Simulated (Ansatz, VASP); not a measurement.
# Two plane-wave programs on SiC

```
CELL_PARAMETERS angstrom
3.18475 0.00000 0.00000
-1.59237 2.75807 0.00000
0.00000 0.00000 5.07376
ATOMIC_POSITIONS crystal
Si 0.33333 0.66667 0.00456
Si 0.66667 0.33333 0.50456
C 0.33333 0.66667 0.38044
C 0.66667 0.33333 0.88044
```

Change from the starting cell: strain +0.0300 x Voigt [1, 1, 0, 0, 0, 0], atoms carried along.

Alike in both runs: task single point; functional PBE; k mesh 12 × 12 × 6; occupations gaussian, width 0.05 eV; no spin polarisation.

|  | VASP | Ansatz |
| --- | --- | --- |
| version | VASP 6.6.1 | Ansatz 0.2.0 |
| potentials or method | VASP PAW PBE potentials, release 64 (Si, C), cutoff 520 eV | scalar-relativistic, plane waves, PAW |
| valence electrons in the cell | 16 | 16 |

VASP gave:

* gap on the k mesh at the Fermi level (eV): 2.47
* least direct gap on the mesh (eV): 3.56
* pressure (GPa): -11.1
* traceless stress, the component that is largest in VASP (GPa): 9.51
* rms of the force components (eV/Å): 0.123

Which values does Ansatz return?

gap on the k mesh at the Fermi level (eV): 2.47; least direct gap on the mesh (eV): 3.56; pressure (GPa): -11.1; traceless stress, the component that is largest in VASP (GPa): 9.47; rms of the force components (eV/Å): 0.123.

Atom by atom the forces differ by 0.000 eV/Å (rms over components).
